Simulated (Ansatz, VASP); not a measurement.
**Ca2SnF6 in VASP and in Ansatz**

```
CELL_PARAMETERS angstrom
0.00000 3.97097 3.97097
3.97097 0.00000 3.97097
3.97097 3.97097 0.00000
ATOMIC_POSITIONS crystal
Ca 0.25000 0.25000 0.25000
Ca 0.75000 0.75000 0.75000
Sn 0.00000 0.00000 0.00000
F 0.75000 0.25000 0.25000
F 0.25000 0.75000 0.75000
F 0.25000 0.75000 0.25000
F 0.75000 0.25000 0.75000
F 0.25000 0.25000 0.75000
F 0.75000 0.75000 0.25000
```

Change from the starting cell: ordered vacancies on the cation sites of perovskite (Fm-3m, No. 225).

Alike in both runs: task relaxation of cell and atoms; functional PBE; k mesh 4 × 4 × 4; occupations gaussian, width 0.1 eV; no spin polarisation.

|  | VASP | Ansatz |
| --- | --- | --- |
| version | VASP 6.6.1 | Ansatz 0.2.0 |
| potentials or method | VASP PAW PBE potentials, release 64 (Ca_sv, Sn_d, F), cutoff 600 eV | scalar-relativistic, plane waves, PAW |
| valence electrons in the cell | 76 | 76 |

VASP gave:

| Item | Value |
| --- | --- |
| gap on the k mesh at the Fermi level, each at its own relaxed structure (eV) | 1.42 |
| relaxed volume (Å³/atom) | 15.69 |
| relaxed cell length with the largest relative difference (Å) | 5.846 |

Problem. What did Ansatz give for the same quantities?

Solution. gap on the k mesh at the Fermi level, each at its own relaxed structure (eV): 1.39; relaxed volume (Å³/atom): 15.71; relaxed cell length with the largest relative difference (Å): 5.848.
